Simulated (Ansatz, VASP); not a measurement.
**Ge in VASP and in Ansatz**

Contents of POSCAR:

```
Ge
1.0
    0.0000000000      2.8800000000      2.8800000000
    2.8800000000      0.0000000000      2.8800000000
    2.8800000000      2.8800000000      0.0000000000
Ge
2
Direct
    0.0060140653      0.0060140653      0.0060140653
    0.2500000000      0.2500000000      0.2500000000
```

File INCAR.step1:

```
SYSTEM = Ge
PREC = Accurate ; ENCUT = 520
EDIFF = 1E-5 ; ISMEAR = -1
SIGMA = 0.05 ; LREAL = .FALSE.
LASPH = .TRUE. ; NELM = 60
ALGO = Normal ; ISIF = 2
LWAVE = .TRUE. ; LCHARG = .FALSE.
NBANDS = 21 ; GGA = PE
```

File INCAR.step2:

```
SYSTEM = Ge
PREC = Accurate ; ENCUT = 520
EDIFF = 1E-7 ; ISMEAR = -1
SIGMA = 0.05 ; LREAL = .FALSE.
LASPH = .TRUE. ; NELM = 60
ALGO = Normal ; ISIF = 2
LWAVE = .FALSE. ; LCHARG = .FALSE.
GGA = PE ; LHFCALC = .TRUE.
HFSCREEN = 0.2079 ; PRECFOCK = Normal
NBANDS = 21 ; ISTART = 1
```

The input KPOINTS:

```
Automatic mesh
0
G
  4 4 4
  0 0 0
```

Input for Ansatz:

```yaml
crystal:
  lattice:
    - [0.0, 2.88, 2.88]
    - [2.88, 0.0, 2.88]
    - [2.88, 2.88, 0.0]
  atoms:
    - { symbol: Ge, position: [0.0060140653, 0.0060140653, 0.0060140653] }
    - { symbol: Ge, position: [0.25, 0.25, 0.25] }
kpoints:
  mp_grid: { grid: [4, 4, 4] }
hamiltonian:
  xc: hse06
  pseudopotentials:
    kind: all_electron
    relativity: scalar
    datasets: crystal
    dataset_attempts: all
    nuclear_model: point
scf:
  occupations: { method: fermi_dirac, width: 0.05 }
  convergence: { dr2_threshold: "1e-9 eV" }
  max_iter: 400
  exx: { singularity: regularized }
  lower_state_search: "off"
output:
  forces: true
  stress: true
```

Alike in both runs: task single point; functional HSE06; k mesh 4 × 4 × 4; occupations fermi-dirac, width 0.05 eV; no spin polarisation.

|  | VASP | Ansatz |
| --- | --- | --- |
| version | VASP 6.6.1 | Ansatz 0.2.0 development build |
| potentials or method | VASP PAW PBE potentials, release 64 (Ge_d), cutoff 520 eV | plane waves, all-electron PAW datasets generated for the crystal |

```tsv
	VASP	Ansatz	Ansatz less VASP
gap on the k mesh at the Fermi level (eV)	0.22	0.23	+0.010
rms of the force components (eV/Å)	0.436	0.438	+0.0017
```

Atom by atom the forces differ by 0.002 eV/Å (rms over components). Ansatz ran all-electron here, and VASP with PAW potentials. Ansatz's warnings: printed levels off.

The k mesh is coarse, so the values compare programs but aren't converged.
